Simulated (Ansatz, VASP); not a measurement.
# One calculation of WS2, two programs

INCAR

```
SYSTEM = WS2
ALGO = Normal
EDIFF = 1E-7
ENCUT = 520
GGA = PE
ISIF = 2
ISMEAR = 0
ISPIN = 2
LASPH = .True.
LCHARG = .False.
LDAU = .True.
LDAUJ = 0 0
LDAUL = 2 -1
LDAUPRINT = 1
LDAUTYPE = 2
LDAUU = 4 0
LMAXMIX = 4
LORBIT = 11
LREAL = .False.
LWAVE = .False.
MAGMOM = 0 0 0
NBANDS = 24
NELM = 150
PREC = Accurate
SIGMA = 0.05
```

Contents of KPOINTS:

```
k-points
0
Gamma
  7 7 7
  0 0 0
```

File POSCAR:

```
WS2
1.0
    1.5790001700      0.9116361700      6.1633291500
   -1.5790001700      0.9116361700      6.1633291500
    0.0000000000     -1.8232723400      6.1633291500
W S
1 2
Direct
    0.0000000000      0.0000000000      0.0000000000
    0.7503000000      0.7503000000      0.7503000000
    0.5810000000      0.5810000000      0.5810000000
```

Input for Ansatz:

```yaml
crystal:
  lattice:
    - [1.57900017, 0.91163617, 6.16332915]
    - [-1.57900017, 0.91163617, 6.16332915]
    - [0.0, -1.82327234, 6.16332915]
  atoms:
    - { symbol: W, position: [0.0, 0.0, 0.0], spin: 1.0 }
    - { symbol: S, position: [0.7503, 0.7503, 0.7503] }
    - { symbol: S, position: [0.581, 0.581, 0.581] }
basis:
  ecutwfc: 420
  ecutrho_ratio: 4
kpoints:
  mp_grid: { grid: [7, 7, 7] }
hamiltonian:
  xc: pbe
  hubbard: { sites: [{ site: 0, l: d, u_eff: 4.0 }] }
scf:
  occupations: { method: gaussian, width: 0.05 }
  lower_state_search: "off"
  max_iter: 150
output:
  forces: true
  stress: true
  eigenvalues: true
  populations: true
  hubbard: { sites: [{ site: 0, l: d }] }
magnetization:
  spin_polarized: true
  initial_magnetization: 1.0
  spin_locking: { lock_magnetization: soft, n_iters: 12 }
```

Alike in both runs: task single point; functional PBE; k mesh 7 × 7 × 7; occupations gaussian, width 0.05 eV; collinear spin; Hubbard terms W d U = 4.0 eV.

```csv
,VASP,Ansatz
version,VASP 6.6.1,Ansatz 0.2.0
potentials or method,"VASP PAW PBE potentials, release 64 (W_sv, S), cutoff 520 eV","scalar-relativistic, plane waves, PAW"
valence electrons in the cell,26,26
```

Ansatz gave:

```
gap on the k mesh at the Fermi level (eV)                     : 1.26
least direct gap on the mesh (eV)                             : 2.31
pressure (GPa)                                                : 4.9
traceless stress, the component that is largest in VASP (GPa) : 0.17
rms of the force components (eV/Å)                            : 0.272
```

Q: Which values does VASP return?

A: gap on the k mesh at the Fermi level (eV): 1.16; least direct gap on the mesh (eV): 2.35; pressure (GPa): 8.0; traceless stress, the component that is largest in VASP (GPa): 0.57; rms of the force components (eV/Å): 0.378.

The programs project onto different local orbitals, so the same U acts differently, and such runs can settle in different states. Atom by atom the forces differ by 0.172 eV/Å (rms over components). Ansatz's warnings: seeded moment not kept, stress scf threshold loose.

Spin-orbit coupling is off throughout.
